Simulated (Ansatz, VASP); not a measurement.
**Pt in VASP and in Ansatz**

File INCAR:

```
  PREC = Accurate
  ENCUT = 520
  EDIFF = 1E-6
  ISMEAR = 0
  SIGMA = 0.15
  LREAL = F
  LASPH = T
  NELM = 80
  ALGO = Fast
  ISIF = 2
  LWAVE = F
  LCHARG = T
  GGA = PS
  LELF = T
  LVHAR = T
  NBANDS = 28
```

Contents of KPOINTS:

```
regular mesh
0
Gamma
  23 23 7
```

POSCAR

```
Pt
1.0
   -1.5604706007      1.5604706007     -1.5604706007
   -1.5604706007     -1.5604706007      1.5604706007
    0.0000000000      6.9489891841      6.9489891841
Pt
4
Direct
    0.0000000000      0.0000000000      0.7859628153
    0.5000000000      0.5000000000      0.1122804022
    0.0000000000      0.0000000000      0.3368412066
    0.5000000000      0.5000000000      0.5614020109
```

Input for Ansatz:

```yaml
crystal:
  lattice:
    - [-1.5604706007, 1.5604706007, -1.5604706007]
    - [-1.5604706007, -1.5604706007, 1.5604706007]
    - [0.0, 6.9489891841, 6.9489891841]
  atoms:
    - { symbol: Pt, position: [0.0, 0.0, 0.7859628153] }
    - { symbol: Pt, position: [0.5, 0.5, 0.1122804022] }
    - { symbol: Pt, position: [0.0, 0.0, 0.3368412066] }
    - { symbol: Pt, position: [0.5, 0.5, 0.5614020109] }
basis:
  ecutwfc: 420
kpoints:
  mp_grid: { grid: [23, 23, 7] }
hamiltonian:
  xc: pbesol
scf:
  occupations: { method: gaussian, width: 0.15 }
output:
  forces: true
  stress: true
  eigenvalues: true
```

Alike in both runs: task single point; functional PBEsol; k mesh 23 × 23 × 7; occupations gaussian, width 0.15 eV; no spin polarisation.

|  | VASP | Ansatz |
| --- | --- | --- |
| version | VASP 6.6.1 | Ansatz 0.2.0 |
| potentials or method | VASP PAW PBE potentials, release 64 (Pt), cutoff 520 eV | scalar-relativistic, plane waves, PAW |
| valence electrons in the cell | 40 | 72 |

```csv
,VASP,Ansatz,Ansatz less VASP
gap on the k mesh at the Fermi level (eV),none,none,-
pressure (GPa),-8.8,-8.5,+0.32
"traceless stress, the component that is largest in VASP (GPa)",-3.73,-3.77,-0.041
rms of the force components (eV/Å),0.235,0.242,+0.0067
```

VASP's potentials were made for PBE, not for PBEsol. Atom by atom the forces differ by 0.007 eV/Å (rms over components). A gap of «none» marks a metal or a gap that the smearing closes. VASP's potentials hold 40 valence electrons a cell and Ansatz's 72, so a difference there can come from the potentials and not from the codes.

Neither program's run includes spin-orbit coupling.
